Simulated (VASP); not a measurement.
Wanted: the native input for a VASP 6.6.1 run.

```
Task                               : single point
Functional                         : PBE-based screened hybrid with 20 % exact exchange
Potentials or basis                : VASP PAW PBE potentials, release 64 (Sb, In_d)
Cutoff                             : 520 eV
k mesh                             : 3 × 3 × 3
Occupations                        : fermi-dirac, width 0.05 eV
Spin                               : no spin polarisation
Dipole correction                  : no
Grid for exact exchange (PRECFOCK) : Normal
Share of exact exchange            : 0.2
Further INCAR settings             : ALGO = Normal; EDIFF = 1e-06; NBANDS = 22
Screening parameter                : 0.2 1/Å
```

The system is InSb3.

```
Sb In
1.0
     4.80637    0.00000    0.00000
     0.00000    4.80637    0.00000
     0.00000    0.00000    4.80637
Sb In
3 1
Direct
  0.50000 0.50000 0.00000
  0.00000 0.50000 0.50000
  0.50000 0.00000 0.50000
  0.00000 0.00000 0.00000
```

One way to write it, as run:

POSCAR

```
InSb3
1.0
    4.8063670000      0.0000000000      0.0000000000
    0.0000000000      4.8063670000      0.0000000000
    0.0000000000      0.0000000000      4.8063670000
Sb In
3 1
Direct
    0.5000000000      0.5000000000      0.0000000000
    0.0000000000      0.5000000000      0.5000000000
    0.5000000000      0.0000000000      0.5000000000
    0.0000000000      0.0000000000      0.0000000000
```

INCAR.step1

```
PREC = Accurate ; ENCUT = 520
EDIFF = 1E-5 ; ISMEAR = -1
SIGMA = 0.05 ; LREAL = False
LASPH = True ; NELM = 60
ALGO = Normal ; ISIF = 2
LWAVE = True ; GGA = PE
NBANDS = 22
```

INCAR.step2

```
PREC = Accurate ; ENCUT = 520
EDIFF = 1E-6 ; ISMEAR = -1
SIGMA = 0.05 ; LREAL = False
LASPH = True ; NELM = 60
ALGO = Normal ; ISIF = 2
LWAVE = False ; LCHARG = True
GGA = PE ; LHFCALC = True
AEXX = 0.2 ; HFSCREEN = 0.2
PRECFOCK = Normal ; LELF = True
LVHAR = True ; ISTART = 1
NBANDS = 22
```

KPOINTS

```
Automatic mesh
0
Gamma
  3 3 3
```

Potentials or basis: VASP PAW PBE potentials, release 64 (Sb, In_d).

The run is started by

```bash
$ cat potpaw_PBE.64/Sb/POTCAR potpaw_PBE.64/In_d/POTCAR > POTCAR
$ cp INCAR.step1 INCAR
$ mpirun -np 1 vasp_std > vasp.out
$ cp INCAR.step2 INCAR
$ mpirun -np 1 vasp_std > vasp.out
```

Results of the run:

```yaml
Pressure: -2.5 GPa
Band_gap_on_the_k_mesh: zero (bands 14 and 15 overlap by 1.95 eV)
```

Caveat: the k points lie up to 0.44 Å⁻¹ apart, too coarse for converged energies and pressures of a metal; the PAW data sets were made with another functional, which shifts forces and pressure a little; spin-orbit coupling is left out, which moves the levels of the heavy elements.

Wall time 6.1 min on 1 thread of Intel(R) Xeon(R) 6975P-C (Granite Rapids), with other jobs on the host, peak memory 0.32 GiB.
